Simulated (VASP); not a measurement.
# Ge (Fd-3m) in VASP: a series of runs

The runs below take Ge through single point, relaxation of cell and atoms, with PBEsol.

All numbers are computed with VASP 6.6.1; they aren't measurements. Logs are shortened: lines on timing, memory, paths and dates and some standing lists are left out, and cuts for length are marked.

**1. The cell of the first run**

Symmetry: Fd-3m, No. 227, cubic system. Conventional cell: a = 5.676 Å, b = 5.676 Å, c = 5.676 Å, α = 90.00°, β = 90.00°, γ = 90.00°. Within 3.2 Å of Ge (site symmetry -43m) lie 4 Ge at 2.46 Å.

**2. Single point, PBEsol**

Contents of INCAR:

```
SYSTEM = Ge
ALGO     = Normal         ! electronic algorithm
EDIFF    = 1E-6           ! SCF threshold, eV
ENCUT    = 520            ! plane-wave cutoff, eV
GGA      = PS             ! functional
ISIF     = 2              ! what is computed and relaxed
ISMEAR   = 0              ! smearing method
LASPH    = .True.         ! aspherical terms in the spheres
LCHARG   = .True.         ! write CHGCAR
LELF     = .True.         ! ELF
LREAL    = .False.        ! projectors in reciprocal space
LVHAR    = .True.       
LWAVE    = .False.        ! write WAVECAR
NBANDS   = 21             ! bands
NELM     = 60             ! most SCF steps
PREC     = Accurate       ! precision mode
SIGMA    = 0.05           ! smearing width, eV
```

Contents of KPOINTS:

```
k-points
0
Gamma
  8 8 8
  0 0 0
```

Contents of POSCAR:

```
Ge
1.0
    0.0000000000      2.8379666410      2.8379666410
    2.8379666410      0.0000000000      2.8379666410
    2.8379666410      2.8379666410      0.0000000000
Ge
2
Direct
    0.0000000000      0.0000000000      0.0000000000
    0.2500000000      0.2500000000      0.2500000000
```

Potentials or basis: VASP PAW PBE potentials, release 64 (Ge_d).

The run is started by

```
cat potpaw_PBE.64/Ge_d/POTCAR > POTCAR
mpirun -np 1 vasp_std > vasp.out
```

OUTCAR:

```text
SYSTEM = Ge
   EDIFF = 1E-6
   ENCUT = 520
   GGA = PS
   ISIF = 2
   ISMEAR = 0
   LASPH = .True.
   LREAL = .False.
   NELM = 60
   PREC = Accurate

 ion  position               nearest neighbor table
   1  0.000  0.000  0.000-   2 2.46   2 2.46   2 2.46   2 2.46
   2  0.250  0.250  0.250-   1 2.46   1 2.46   1 2.46   1 2.46

  LATTYP: Found a face centered cubic cell.
 ALAT       =     5.6759332820

  Lattice vectors:

 A1 = (   0.0000000000,   2.8379666410,   2.8379666410)
 A2 = (   2.8379666410,   0.0000000000,   2.8379666410)
 A3 = (   2.8379666410,   2.8379666410,   0.0000000000)

Analysis of symmetry for initial positions (statically):
=====================================================================
 Subroutine PRICEL returns:
 Original cell was already a primitive cell.

 Routine SETGRP: Setting up the symmetry group for a
 face centered cubic supercell.

 Subroutine GETGRP returns: Found 48 space group operations
 (whereof 24 operations were pure point group operations)
 out of a pool of 48 trial point group operations.

The static configuration has the point symmetry T_d .
 The point group associated with its full space group is O_h .

Analysis of symmetry for dynamics (positions and initial velocities):
=====================================================================
 Subroutine PRICEL returns:
 Original cell was already a primitive cell.

 Routine SETGRP: Setting up the symmetry group for a
 face centered cubic supercell.

 Subroutine GETGRP returns: Found 48 space group operations
 (whereof 24 operations were pure point group operations)
 out of a pool of 48 trial point group operations.

The dynamic configuration has the point symmetry T_d .
 The point group associated with its full space group is O_h .

 Subroutine INISYM returns: Found 48 space group operations
 (whereof 24 operations are pure point group operations),
 and found     1 'primitive' translations

----------------------------------------------------------------------------------------

                                     Primitive cell

  volume of cell :      45.7143

  direct lattice vectors                    reciprocal lattice vectors
     0.000000000  2.837966641  2.837966641    -0.176182480  0.176182480  0.176182480
     2.837966641  0.000000000  2.837966641     0.176182480 -0.176182480  0.176182480
     2.837966641  2.837966641  0.000000000     0.176182480  0.176182480 -0.176182480

  length of vectors
     4.013490913  4.013490913  4.013490913     0.305157006  0.305157006  0.305157006

  position of ions in fractional coordinates (direct lattice)
     0.000000000  0.000000000  0.000000000
     0.250000000  0.250000000  0.250000000

  ion indices of the primitive-cell ions
   primitive index   ion index
                 1           1
                 2           2

----------------------------------------------------------------------------------------

 KPOINTS: k-points

Automatic generation of k-mesh.
 Grid dimensions read from file:
 generate k-points for:    8    8    8

 Generating k-lattice:

  Cartesian coordinates                     Fractional coordinates (reciprocal lattice)
    -0.022022810  0.022022810  0.022022810     0.125000000  0.000000000  0.000000000
     0.022022810 -0.022022810  0.022022810     0.000000000  0.125000000  0.000000000
     0.022022810  0.022022810 -0.022022810     0.000000000  0.000000000  0.125000000

  Length of vectors
     0.038144626  0.038144626  0.038144626

  Shift w.r.t. Gamma in fractional coordinates (k-lattice)
     0.000000000  0.000000000  0.000000000

 Subroutine IBZKPT returns following result:
 ===========================================

 Found     29 irreducible k-points:

 Following reciprocal coordinates:
            Coordinates               Weight
  0.000000  0.000000  0.000000      1.000000
  0.125000  0.000000  0.000000      8.000000
  0.250000  0.000000  0.000000      8.000000
  0.375000  0.000000  0.000000      8.000000
  0.500000  0.000000  0.000000      4.000000
  0.125000  0.125000  0.000000      6.000000
[... 16 lines left out ...]
  0.500000  0.250000  0.125000     48.000000
 -0.375000  0.250000  0.125000     24.000000
 [... further k-points ...]
   k-points           NKPTS =     29   k-points in BZ     NKDIM =     29   number of bands    NBANDS=     21
   number of dos      NEDOS =    301   number of ions     NIONS =      2
   total plane-waves  NPLWV =  27000
   dimension x,y,z NGX =    30 NGY =   30 NGZ =   30
   dimension x,y,z NGXF=    60 NGYF=   60 NGZF=   60
   ions per type =               2
   NGX,Y,Z   is equivalent  to a cutoff of  12.43, 12.43, 12.43 a.u.
   NGXF,Y,Z  is equivalent  to a cutoff of  24.85, 24.85, 24.85 a.u.
 SYSTEM =  Ge
   PREC   = accura    normal or accurate (medium, high low for compatibility)
   ISTART =      0    job   : 0-new  1-cont  2-samecut
   ICHARG =      2    charge: 1-file 2-atom 10-const
   ISPIN  =      1    spin polarized calculation?
   LNONCOLLINEAR =      F non collinear calculations
   LSORBIT =      F    spin-orbit coupling
   LASPH  =      T    aspherical Exc in radial PAW
   ENCUT  =  520.0 eV  38.22 Ry    6.18 a.u.   7.46  7.46  7.46*2*pi/ulx,y,z
   NELM   =     60;   NELMIN=  2; NELMDL= -5     # of ELM steps
   EDIFF  = 0.1E-05   stopping-criterion for ELM
   LREAL  =      F    real-space projection
   EDIFFG = 0.1E-04   stopping-criterion for IOM
   NSW    =      0    number of steps for IOM
   IBRION =     -1    ionic relax: 0-MD 1-quasi-New 2-CG
   NFREE  =      0    steps in history (QN), initial steepest desc. (CG)
   ISIF   =      2    stress and relaxation
   ISYM   =      2    0-nonsym 1-usesym 2-fastsym
   POTIM  = 0.5000    time-step for ionic-motion
   TEBEG  =    0.0;   TEEND  =   0.0 temperature during run
   PSTRESS=    0.0 pullay stress
   NELECT =      28.0000    total number of electrons
   NUPDOWN=      -1.0000    fix difference up-down
   EMIN   =  10.00;   EMAX   =-10.00  energy-range for DOS
   EFERMI =   0.00;   METHOD = LEGACY
   ISMEAR =     0;   SIGMA  =   0.05  broadening in eV -4-tet -1-fermi 0-gaus
   EFERMI_NEDOS =   21; number of points for ismear=-14 and -15
   IALGO  =     38    algorithm
   IMIX   =      4    mixing-type and parameters
     AMIX     =   0.40;   BMIX     =  1.00
     AMIX_MAG =   1.60;   BMIX_MAG =  1.00
  volume/ion in A,a.u.               =      22.86       154.25
  Fermi-wavevector in a.u.,A,eV,Ry     =   1.390305  2.627296 26.299371  1.932949
  Thomas-Fermi vector in A             =   2.514253
   LORBIT       =      0    0 simple, 1 ext, 2 COOP (PROOUT), +10 PAW based schemes
   GGA     = PS    functional components
   LHFCALC =     F    Hartree Fock is set to
   AEXX    =    0.0000 exact exchange contribution
   IVDW    =     0    specifies the selected vdW correction
   LEPSILON=     F    determine dielectric tensor
   LRPA    =     F    only Hartree local field effects (RPA)
 non-spin polarized calculation
 Gauss-broadening in eV      SIGMA  =   0.05
  energy-cutoff  :      520.00
  volume of cell :       45.71
 maximum number of plane-waves:      1249
 NGX is ok and might be reduce to    30
   NGX = 15   NGY = 15   NGZ = 15

 number of electron      28.0000014 magnetization

 Free energy of the ion-electron system (eV)
  ---------------------------------------------------
  ext. energy  EPLUGINS =         0.00000000
  ---------------------------------------------------
  free energy    TOTEN  =        -9.86320079 eV

  energy without entropy =       -9.86302892  energy(sigma->0) =       -9.86311486

 E-fermi :   4.7852     XC(G=0): -10.0817

 val. band max:        4.7715570542   @ k =   0.0000   0.0000   0.0000
 cond. band min:       4.8644384195   @ k =   0.5000   0.0000   0.0000
 fundamental gap:      0.0928813653
 Fermi energy:         4.7852145149

 k-point     1 :       0.0000    0.0000    0.0000
  band No.  band energies     occupation
      1     -19.9762      2.00000
      2     -19.9762      2.00000
      3     -19.9762      2.00000
      4     -19.9404      2.00000
      5     -19.9404      2.00000
      6     -19.7334      2.00000
[... 13 lines left out ...]
     20      14.2243      0.00000
     21      14.2243      0.00000

 k-point     2 :       0.1250    0.0000    0.0000
  band No.  band energies     occupation
      1     -19.9841      2.00000
      2     -19.9841      2.00000
      3     -19.9737      2.00000
      4     -19.9293      2.00000
      5     -19.9293      2.00000
      6     -19.7453      2.00000
[... 13 lines left out ...]
     20      13.2930      0.00000
     21      13.2930      0.00000

 k-point     3 :       0.2500    0.0000    0.0000
  band No.  band energies     occupation
      1     -19.9940      2.00000
      2     -19.9940      2.00000
      3     -19.9677      2.00000
      4     -19.9124      2.00000
      5     -19.9124      2.00000
      6     -19.7589      2.00000
[... 13 lines left out ...]
     20      13.0372      0.00000
     21      13.0372      0.00000

 k-point     4 :       0.3750    0.0000    0.0000
  band No.  band energies     occupation
      1     -19.9990      2.00000
      2     -19.9990      2.00000
      3     -19.9614      2.00000
      4     -19.9021      2.00000
      5     -19.9021      2.00000
      6     -19.7660      2.00000
[... 13 lines left out ...]
     20      14.2027      0.00000
     21      14.2027      0.00000

 k-point     5 :       0.5000    0.0000    0.0000
  band No.  band energies     occupation
      1     -20.0002      2.00000
      2     -20.0002      2.00000
      3     -19.9588      2.00000
      4     -19.8993      2.00000
      5     -19.8993      2.00000
      6     -19.7676      2.00000
[... 13 lines left out ...]
     20      15.6774      0.00000
     21      15.8845      0.00000

 k-point     6 :       0.1250    0.1250    0.0000
  band No.  band energies     occupation
      1     -19.9835      2.00000
      2     -19.9818      2.00000
      3     -19.9818      2.00000
      4     -19.9317      2.00000
      5     -19.9173      2.00000
      6     -19.7672      2.00000
[... 13 lines left out ...]
     20      12.2077      0.00000
     21      14.4883      0.00000

 k-point     7 :       0.2500    0.1250    0.0000
  band No.  band energies     occupation
      1     -19.9969      2.00000
      2     -19.9898      2.00000
      3     -19.9731      2.00000
      4     -19.9179      2.00000
      5     -19.8977      2.00000
      6     -19.7874      2.00000
[... 13 lines left out ...]
     20      13.5386      0.00000
     21      14.2526      0.00000
[... 291 lines left out ...]
      1     -20.0262      2.00000
      2     -20.0106      2.00000
      3     -19.9229      2.00000
      4     -19.8652      2.00000
      5     -19.8394      2.00000
      6     -19.8263      2.00000
[... 13 lines left out ...]
     20      14.5147      0.00000
     21      18.1533      0.00000

 k-point    21 :       0.5000    0.5000    0.0000
  band No.  band energies     occupation
      1     -20.0095      2.00000
      2     -20.0095      2.00000
      3     -19.9252      2.00000
      4     -19.9252      2.00000
      5     -19.8279      2.00000
      6     -19.8279      2.00000
[... 13 lines left out ...]
     20      16.1872      0.00000
     21      17.5060      0.00000

 k-point    22 :       0.3750    0.2500    0.1250
  band No.  band energies     occupation
      1     -20.0043      2.00000
      2     -20.0019      2.00000
      3     -19.9597      2.00000
      4     -19.9049      2.00000
      5     -19.8770      2.00000
      6     -19.8087      2.00000
[... 13 lines left out ...]
     20      14.7193      0.00000
     21      15.0572      0.00000

 k-point    23 :       0.5000    0.2500    0.1250
  band No.  band energies     occupation
      1     -20.0160      2.00000
      2     -20.0082      2.00000
      3     -19.9383      2.00000
      4     -19.8902      2.00000
      5     -19.8645      2.00000
      6     -19.8172      2.00000
[... 13 lines left out ...]
     20      14.2956      0.00000
     21      16.1383      0.00000

 k-point    24 :      -0.3750    0.2500    0.1250
  band No.  band energies     occupation
      1     -20.0211      2.00000
      2     -20.0096      2.00000
      3     -19.9286      2.00000
      4     -19.8794      2.00000
      5     -19.8659      2.00000
      6     -19.8122      2.00000
[... 13 lines left out ...]
     20      15.5747      0.00000
     21      16.1126      0.00000

 [... further k-points ...]

------------------------ aborting loop because EDIFF is reached ----------------------------------------

  FORCE on cell =-STRESS in cart. coord.  units (eV):
  Direction    XX          YY          ZZ          XY          YZ          ZX
  --------------------------------------------------------------------------------------
  -------------------------------------------------------------------------------------
  Total       -0.1208794     -0.1208794     -0.1208794      0.0000000     -0.0000000      0.0000000
  in kB       -4.2365389     -4.2365389     -4.2365389      0.0000000     -0.0000000      0.0000000
  external PRESSURE =      -4.2365389 kB  Pullay stress =       0.0000000 kB

 VOLUME and BASIS-vectors are now :
 -----------------------------------------------------------------------------
  energy-cutoff  :      520.00
  volume of cell :       45.71
      direct lattice vectors                 reciprocal lattice vectors
     0.000000000  2.837966641  2.837966641    -0.176182480  0.176182480  0.176182480
     2.837966641  0.000000000  2.837966641     0.176182480 -0.176182480  0.176182480
     2.837966641  2.837966641  0.000000000     0.176182480  0.176182480 -0.176182480

 POSITION                                       TOTAL-FORCE (eV/Angst)
 -----------------------------------------------------------------------------------
      0.00000      0.00000      0.00000        -0.000000     -0.000000     -0.000000
      1.41898      1.41898      1.41898         0.000000      0.000000      0.000000
 -----------------------------------------------------------------------------------
    total drift:                                0.000000     -0.000000      0.000000

  FREE ENERGIE OF THE ION-ELECTRON SYSTEM (eV)
  ---------------------------------------------------
  free  energy   TOTEN  =        -9.8632007922 eV

  energy  without entropy=       -9.8630289209  energy(sigma->0) =       -9.86311486
```

Wall time 60 s (1 thread of AMD EPYC 7R13, shared host); peak memory 0.14 GiB.

What came out:

```
Free energy            : -9.8632 eV
Pressure               : -0.4 GPa
Band gap on the k mesh : zero (filled and empty bands touch)
```

Caveat: the PAW data sets were made with another functional, which shifts forces and pressure a little.

(Part 1 of 2 ends here.)
